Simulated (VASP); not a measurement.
A run of VASP 6.6.1:

Contents of INCAR:

```
SYSTEM = MoS2
  PREC = Accurate
  ENCUT = 520
  EDIFF = 1E-6
  ISMEAR = 0
  SIGMA = 0.05
  LREAL = .FALSE.
  LASPH = .TRUE.
  NELM = 60
  ALGO = Normal
  ISIF = 2
  LWAVE = .FALSE.
  LCHARG = .TRUE.
  GGA = PE
  IVDW = 12
  LELF = .TRUE.
  LVHAR = .TRUE.
  NBANDS = 49
```

The input KPOINTS:

```
Automatic mesh
0
G
  10 10 2
  0 0 0
```

POSCAR

```
MoS2
1.0
   -1.5764743774     -2.7305337185      0.0000000000
    1.5764743774     -2.7305337185      0.0000000000
    0.0000000000      0.0000000000     18.9896049492
Mo S
3 6
Direct
    1.0000000000      1.0000000000      0.7894818261
    0.3333333333      0.3333333333      0.1579220860
    0.6666666667      0.6666666667      0.4737019560
    1.0000000000      1.0000000000      0.5560022630
    0.3333333333      0.3333333333      0.8717821331
    0.6666666667      0.6666666667      0.2402223930
    1.0000000000      1.0000000000      0.3913209851
    0.3333333333      0.3333333333      0.7071008552
    0.6666666667      0.6666666667      0.0755411151
```

Potentials or basis: VASP PAW PBE potentials, release 64 (Mo_sv, S).

Launch:

```sh
$ cat potpaw_PBE.64/Mo_sv/POTCAR potpaw_PBE.64/S/POTCAR > POTCAR
$ mpirun -np 1 vasp_std > vasp.out
```

Hardware: 1 thread of AMD EPYC 9R45 96-Core Processor (Zen 5), on a shared host.

Q: Estimate the wall time of this run.

A: Wall time 2.3 min on 1 thread of AMD EPYC 9R45 96-Core Processor (Zen 5), on a shared host, peak memory 0.33 GiB. Counts: scf iterations 17, k points 28.
